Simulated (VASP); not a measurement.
# SnO in VASP: further runs

SnO is run at these levels: PBE+D3(BJ); tasks: single point.

Program: VASP 6.6.1. These are calculated values, not measurements. Logs are shortened: lines on timing, memory, paths and dates and some standing lists are left out, and cuts for length are marked.

## 1. The cell of the first run

The cell holds a slab with vacuum, 8 atoms: a = 3.821 Å, b = 3.821 Å, c = 22.228 Å, α = 90.00°, β = 90.00°, γ = 90.00°.

## 2. Single point, PBE+D3(BJ) (layers slid over each other, then relaxed in part)

The input, INCAR:

```
SYSTEM = SnO
PREC = Accurate
ENCUT = 520
EDIFF = 1E-6
ISMEAR = 0
SIGMA = 0.05
LREAL = .False.
LASPH = .True.
NELM = 60
ALGO = Normal
ISIF = 2
LWAVE = .False.
LCHARG = .False.
LDIPOL = .True.
IDIPOL = 3
DIPOL = 0.5 0.5 0.398
GGA = PE
IVDW = 12
NBANDS = 50
```

The input, KPOINTS:

```
regular mesh
0
Gamma
  7 7 1
  0 0 0
```

The input, POSCAR:

```
SnO
1.0
    3.8206508913      0.0000053027      0.0000000000
   -0.0000053027      3.8206508913      0.0000000000
    0.0000000000      0.0000000000     22.2280090175
Sn O
4 4
Direct
    0.9998498382      0.9998502820      0.2024472816
    0.4998498382      0.4998491757      0.3086893611
    0.4998498382      0.8331825090      0.4871787802
   -0.0001501619      0.3331814027      0.5934212409
    0.9998498382      0.4998508309      0.2555892795
    0.4998498382      0.9998512766      0.2555787398
    0.4998498382      0.3331830579      0.5402899926
   -0.0001501618      0.8331835036      0.5402794841
```

Potentials or basis: VASP PAW PBE potentials, release 64 (Sn_d, O).

Command:

```console
$ cat potpaw_PBE.64/Sn_d/POTCAR potpaw_PBE.64/O/POTCAR > POTCAR
$ mpirun -np 1 vasp_std > vasp.out
```

OUTCAR:

```text
SYSTEM = SnO
   PREC = Accurate
   ENCUT = 520
   EDIFF = 1E-6
   ISMEAR = 0
   LREAL = .False.
   LASPH = .True.
   NELM = 60
   ISIF = 2
   GGA = PE
   IVDW = 12
 IVDW          = 12

 ion  position               nearest neighbor table
   1  1.000  1.000  0.202-   6 2.25   6 2.25   5 2.25   5 2.25   2 3.59   2 3.59   2 3.59   2 3.59

   2  0.500  0.500  0.309-   5 2.25   5 2.25   6 2.25   6 2.25   1 3.59   1 3.59   1 3.59   1 3.59

   3  0.500  0.833  0.487-   8 2.25   8 2.25   7 2.25   7 2.25   4 3.59   4 3.59   4 3.59   4 3.59

   4  1.000  0.333  0.593-   7 2.25   7 2.25   8 2.25   8 2.25   3 3.59   3 3.59   3 3.59   3 3.59

   5  1.000  0.500  0.256-   2 2.25   2 2.25   1 2.25   1 2.25
   6  0.500  1.000  0.256-   2 2.25   2 2.25   1 2.25   1 2.25
   7  0.500  0.333  0.540-   3 2.25   3 2.25   4 2.25   4 2.25
   8  1.000  0.833  0.540-   3 2.25   3 2.25   4 2.25   4 2.25

  LATTYP: Found a simple tetragonal cell.
 ALAT       =     3.8206508913
 C/A-ratio  =     5.8178592208

  Lattice vectors:

 A1 = (   3.8206508913,   0.0000053027,   0.0000000000)
 A2 = (  -0.0000053027,   3.8206508913,   0.0000000000)
 A3 = (   0.0000000000,   0.0000000000,  22.2280090175)

Analysis of symmetry for initial positions (statically):
=====================================================================
 Subroutine PRICEL returns:
 Original cell was already a primitive cell.

 Routine SETGRP: Setting up the symmetry group for a
 simple tetragonal supercell.

 Subroutine GETGRP returns: Found  4 space group operations
 (whereof  1 operations were pure point group operations)
 out of a pool of 16 trial point group operations.

The static configuration has the point symmetry C_1 .
 The point group associated with its full space group is C_2h.

Analysis of symmetry for dynamics (positions and initial velocities):
=====================================================================
 Subroutine PRICEL returns:
 Original cell was already a primitive cell.

 Routine SETGRP: Setting up the symmetry group for a
 simple tetragonal supercell.

 Subroutine GETGRP returns: Found  4 space group operations
 (whereof  1 operations were pure point group operations)
 out of a pool of 16 trial point group operations.

The dynamic configuration has the point symmetry C_1 .
 The point group associated with its full space group is C_2h.

 Subroutine INISYM returns: Found  4 space group operations
 (whereof  1 operations are pure point group operations),
 and found     1 'primitive' translations

----------------------------------------------------------------------------------------

                                     Primitive cell

  volume of cell :     324.4705

  direct lattice vectors                    reciprocal lattice vectors
     3.820650891  0.000005303  0.000000000     0.261735507  0.000000363  0.000000000
    -0.000005303  3.820650891  0.000000000    -0.000000363  0.261735507  0.000000000
     0.000000000  0.000000000 22.228009017     0.000000000  0.000000000  0.044988285

  length of vectors
     3.820650891  3.820650891 22.228009017     0.261735507  0.261735507  0.044988285

  position of ions in fractional coordinates (direct lattice)
     0.999849838  0.999850282  0.202447282
     0.499849838  0.499849176  0.308689361
     0.499849838  0.833182509  0.487178780
     0.999849838  0.333181403  0.593421241
     0.999849838  0.499850831  0.255589280
     0.499849838  0.999851277  0.255578740
     0.499849838  0.333183058  0.540289993
     0.999849838  0.833183504  0.540279484

  ion indices of the primitive-cell ions
   primitive index   ion index
                 1           1
                 2           2
                 3           3
                 4           4
                 5           5
                 6           6
                 7           7
                 8           8

----------------------------------------------------------------------------------------

 KPOINTS: regular mesh

Automatic generation of k-mesh.
 Grid dimensions read from file:
 generate k-points for:    7    7    1

 Generating k-lattice:

  Cartesian coordinates                     Fractional coordinates (reciprocal lattice)
     0.037390787  0.000000052  0.000000000     0.142857143 -0.000000000  0.000000000
    -0.000000052  0.037390787  0.000000000     0.000000000  0.142857143  0.000000000
     0.000000000  0.000000000  0.044988285     0.000000000  0.000000000  1.000000000

  Length of vectors
     0.037390787  0.037390787  0.044988285

  Shift w.r.t. Gamma in fractional coordinates (k-lattice)
     0.000000000  0.000000000  0.000000000

 Subroutine IBZKPT returns following result:
 ===========================================

 Found     16 irreducible k-points:

 Following reciprocal coordinates:
            Coordinates               Weight
  0.000000  0.000000  0.000000      1.000000
  0.142857  0.000000  0.000000      2.000000
 -0.000000  0.142857  0.000000      2.000000
  0.285714  0.000000  0.000000      2.000000
 -0.000000  0.285714  0.000000      2.000000
  0.428571  0.000000  0.000000      2.000000
[... 8 lines left out ...]
 -0.285714  0.428571  0.000000      4.000000
  0.428571  0.428571  0.000000      4.000000
   k-points           NKPTS =     16   k-points in BZ     NKDIM =     16   number of bands    NBANDS=     50
   number of dos      NEDOS =    301   number of ions     NIONS =      8
   total plane-waves  NPLWV = 131712
   dimension x,y,z NGX =    28 NGY =   28 NGZ =  168
   dimension x,y,z NGXF=    56 NGYF=   56 NGZF=  336
   ions per type =               4   4
   NGX,Y,Z   is equivalent  to a cutoff of  12.18, 12.18, 12.56 a.u.
   NGXF,Y,Z  is equivalent  to a cutoff of  24.37, 24.37, 25.13 a.u.
 SYSTEM =  SnO
   PREC   = accura    normal or accurate (medium, high low for compatibility)
   ISTART =      0    job   : 0-new  1-cont  2-samecut
   ICHARG =      2    charge: 1-file 2-atom 10-const
   ISPIN  =      1    spin polarized calculation?
   LNONCOLLINEAR =      F non collinear calculations
   LSORBIT =      F    spin-orbit coupling
   LASPH  =      T    aspherical Exc in radial PAW
   ENCUT  =  520.0 eV  38.22 Ry    6.18 a.u.   7.10  7.10 41.33*2*pi/ulx,y,z
   NELM   =     60;   NELMIN=  2; NELMDL= -5     # of ELM steps
   EDIFF  = 0.1E-05   stopping-criterion for ELM
   LREAL  =      F    real-space projection
   EDIFFG = 0.1E-04   stopping-criterion for IOM
   NSW    =      0    number of steps for IOM
   IBRION =     -1    ionic relax: 0-MD 1-quasi-New 2-CG
   NFREE  =      0    steps in history (QN), initial steepest desc. (CG)
   ISIF   =      2    stress and relaxation
   ISYM   =      2    0-nonsym 1-usesym 2-fastsym
   POTIM  = 0.5000    time-step for ionic-motion
   TEBEG  =    0.0;   TEEND  =   0.0 temperature during run
   PSTRESS=    0.0 pullay stress
   NELECT =      80.0000    total number of electrons
   NUPDOWN=      -1.0000    fix difference up-down
   EMIN   =  10.00;   EMAX   =-10.00  energy-range for DOS
   EFERMI =   0.00;   METHOD = LEGACY
   ISMEAR =     0;   SIGMA  =   0.05  broadening in eV -4-tet -1-fermi 0-gaus
   EFERMI_NEDOS =   21; number of points for ismear=-14 and -15
   IALGO  =     38    algorithm
   IMIX   =      4    mixing-type and parameters
     AMIX     =   0.40;   BMIX     =  1.00
     AMIX_MAG =   1.60;   BMIX_MAG =  1.00
  volume/ion in A,a.u.               =      40.56       273.70
  Fermi-wavevector in a.u.,A,eV,Ry     =   1.026549  1.939897 14.337862  1.053803
  Thomas-Fermi vector in A             =   2.160448
   LORBIT       =      0    0 simple, 1 ext, 2 COOP (PROOUT), +10 PAW based schemes
   GGA     = PE    functional components
   LHFCALC =     F    Hartree Fock is set to
   AEXX    =    0.0000 exact exchange contribution
   IVDW    =    12    specifies the selected vdW correction
   LEPSILON=     F    determine dielectric tensor
   LRPA    =     F    only Hartree local field effects (RPA)
 non-spin polarized calculation
 Gauss-broadening in eV      SIGMA  =   0.05
  energy-cutoff  :      520.00
  volume of cell :      324.47
 maximum number of plane-waves:      8769
   NGX = 15   NGY = 15   NGZ = 83

 dipolmoment           0.000000      0.000000      0.000084 electrons x Angstroem

 number of electron      79.9999987 magnetization

 dipolmoment           0.000000      0.000000     -0.000003 electrons x Angstroem

 Free energy of the ion-electron system (eV)
  ---------------------------------------------------
  ext. energy  EPLUGINS =         0.00000000
  ---------------------------------------------------
  free energy    TOTEN  =       -45.14409134 eV

  energy without entropy =      -45.14409134  energy(sigma->0) =      -45.14409134

 E-fermi :   0.1587     XC(G=0):  -5.2931

 val. band max:       -0.1274433762   @ k =   0.1429   0.0000   0.0000
 cond. band min:       2.1451957462   @ k =   0.4286   0.0000   0.0000
 fundamental gap:      2.2726391224
 Fermi energy:         0.1586784216

 k-point     1 :       0.0000    0.0000    0.0000
  band No.  band energies     occupation
      1     -21.0512      2.00000
      2     -21.0510      2.00000
      3     -20.6897      2.00000
      4     -20.6895      2.00000
      5     -20.6533      2.00000
      6     -20.6527      2.00000
[... 42 lines left out ...]
     49       5.2090      0.00000
     50       5.2575      0.00000

 k-point     2 :       0.1429    0.0000    0.0000
  band No.  band energies     occupation
      1     -21.0423      2.00000
      2     -21.0420      2.00000
      3     -20.6904      2.00000
      4     -20.6902      2.00000
      5     -20.6545      2.00000
      6     -20.6538      2.00000
[... 734 lines left out ...]
 k-point    16 :       0.4286    0.4286    0.0000
  band No.  band energies     occupation
      1     -20.9922      2.00000
      2     -20.9918      2.00000
      3     -20.9782      2.00000
      4     -20.9778      2.00000
      5     -20.6581      2.00000
      6     -20.6579      2.00000
[... 42 lines left out ...]
     49       6.1998      0.00000
     50       6.3283      0.00000

------------------------ aborting loop because EDIFF is reached ----------------------------------------

 vacuum level on the upper side and lower side of the slab       (xc-potential included)        -0.207        -0.208

 Edisp (eV)   -1.25767

 E8    (eV) :    -0.5561

  FORCE on cell =-STRESS in cart. coord.  units (eV):
  Direction    XX          YY          ZZ          XY          YZ          ZX
  --------------------------------------------------------------------------------------
  -------------------------------------------------------------------------------------
  Total       0.24385     0.35242     0.23700    -0.00000     0.36810    -0.00000
  in kB       1.20408     1.74021     1.17026    -0.00000     1.81762    -0.00000
  external pressure =        1.37 kB  Pullay stress =        0.00 kB

 VOLUME and BASIS-vectors are now :
 -----------------------------------------------------------------------------
  energy-cutoff  :      520.00
  volume of cell :      324.47
      direct lattice vectors                 reciprocal lattice vectors
     3.820650891  0.000005303  0.000000000     0.261735507  0.000000363  0.000000000
    -0.000005303  3.820650891  0.000000000    -0.000000363  0.261735507  0.000000000
     0.000000000  0.000000000 22.228009017     0.000000000  0.000000000  0.044988285

 POSITION                                       TOTAL-FORCE (eV/Angst)
 -----------------------------------------------------------------------------------
      3.82007      3.82008      4.50000         0.000000     -0.006865     -0.085383
      1.90975      1.90975      6.86155         0.000000     -0.044248      0.085022
      1.90975      3.18330     10.82901        -0.000000      0.044248     -0.085022
      3.82008      1.27298     13.19057        -0.000000      0.006865      0.085383
      3.82007      1.90976      5.68124        -0.000000      0.014118      0.000925
      1.90975      3.82009      5.68101         0.000000     -0.034478      0.000683
      1.90975      1.27298     12.00957        -0.000000      0.034478     -0.000683
      3.82007      3.18331     12.00934         0.000000     -0.014118     -0.000925
 -----------------------------------------------------------------------------------
    total drift:                               -0.000006     -0.022674     -0.009591

  FREE ENERGIE OF THE ION-ELECTRON SYSTEM (eV)
  ---------------------------------------------------
  free  energy   TOTEN  =       -46.4017617565 eV

  energy  without entropy=      -46.4017617565  energy(sigma->0) =      -46.40176176

 vacuum level on the upper side and lower side of the slab         4.792         4.795
```

Run time: 5.9 min. Hardware: 1 thread of Intel Xeon Platinum 8259CL at 2.50GHz (Skylake/Cascade Lake), shared host; peak memory 0.45 GiB.

Results:

```
Free energy                : -46.4018 eV
Largest force              : 0.096 eV/Å
Band gap on the k mesh     : 2.27 eV (least direct gap 2.50 eV)
Dispersion energy per atom : -0.157 eV
```

Forces on the atoms (eV/Å):
```
Sn   0.000 -0.007 -0.085
Sn   0.000 -0.044  0.085
Sn   0.000  0.044 -0.085
Sn   0.000  0.007  0.085
O    0.000  0.014  0.001
O    0.000 -0.034  0.001
O    0.000  0.034 -0.001
O    0.000 -0.014 -0.001
```

Caveat: the cell differs from its parent crystal (layers slid over each other, then relaxed in part); spin-orbit coupling is left out, which moves the levels of the heavy elements.

## 3. Single point, PBE+D3(BJ) (layers slid over each other, then relaxed in part)

The input, INCAR:

```
  PREC = Accurate
  ENCUT = 520
  EDIFF = 1E-6
  ISMEAR = 0
  SIGMA = 0.05
  LREAL = F
  LASPH = T
  NELM = 80
  ALGO = Normal
  ISIF = 2
  LWAVE = F
  LCHARG = T
  LDIPOL = T
  IDIPOL = 3
  DIPOL = 0.5 0.5 0.407
  GGA = PE
  IVDW = 12
  LELF = T
  LVHAR = T
  LVACPOTAV = T
  NBANDS = 50
```

The input, KPOINTS:

```
regular mesh
0
Gamma
  7 7 1
```

The input, POSCAR:

```
SnO
1.0
    3.8206508913      0.0000053027      0.0000000000
   -0.0000053027      3.8206508913      0.0000000000
    0.0000000000      0.0000000000     22.2280090175
Sn O
4 4
Direct
    0.9998498382      0.9998502820      0.2024472816
    0.4998498382      0.4998491757      0.3087463091
    0.4998498382      0.6665158424      0.5047236101
   -0.0001501619      0.1665147361      0.6110205086
    0.9998498382      0.4998508309      0.2555987230
    0.4998498382      0.9998512766      0.2555977089
    0.4998498382      0.1665163913      0.5578747664
   -0.0001501618      0.6665168370      0.5578737571
```

Potentials or basis: VASP PAW PBE potentials, release 64 (Sn_d, O).

Command:

```console
$ cat potpaw_PBE.64/Sn_d/POTCAR potpaw_PBE.64/O/POTCAR > POTCAR
$ mpirun -np 1 vasp_std > vasp.out
```

It took 6.3 min on 1 thread of Intel Xeon Platinum 8259CL at 2.50GHz (Skylake/Cascade Lake), shared host; peak memory 0.45 GiB.

The run converged. Its results:

```yaml
Free_energy: -46.3696 eV
Largest_force: 0.086 eV/Å
Band_gap_on_the_k_mesh: 2.54 eV (least direct gap 2.58 eV)
Dispersion_energy_per_atom: -0.153 eV
```

Forces in eV/Å, atoms in the order of the input:
```
Sn   0.000 -0.003 -0.085
Sn   0.000 -0.017  0.085
Sn   0.000  0.017 -0.085
Sn   0.000  0.003  0.085
O    0.000  0.006  0.001
O    0.000 -0.016  0.001
O    0.000  0.016 -0.001
O    0.000 -0.006 -0.001
```

Levels at points of the mesh, in eV from the valence-band top:
```csv
k point,band 37,band 38,band 39,band 40,band 41,band 42,band 43,band 44
"(0.00, 0.00, 0.00)",-1.91,-1.91,-0.56,-0.03,2.55,2.89,2.90,3.74
```

Caveat: the cell differs from its parent crystal (layers slid over each other, then relaxed in part); spin-orbit coupling is left out, which moves the levels of the heavy elements.
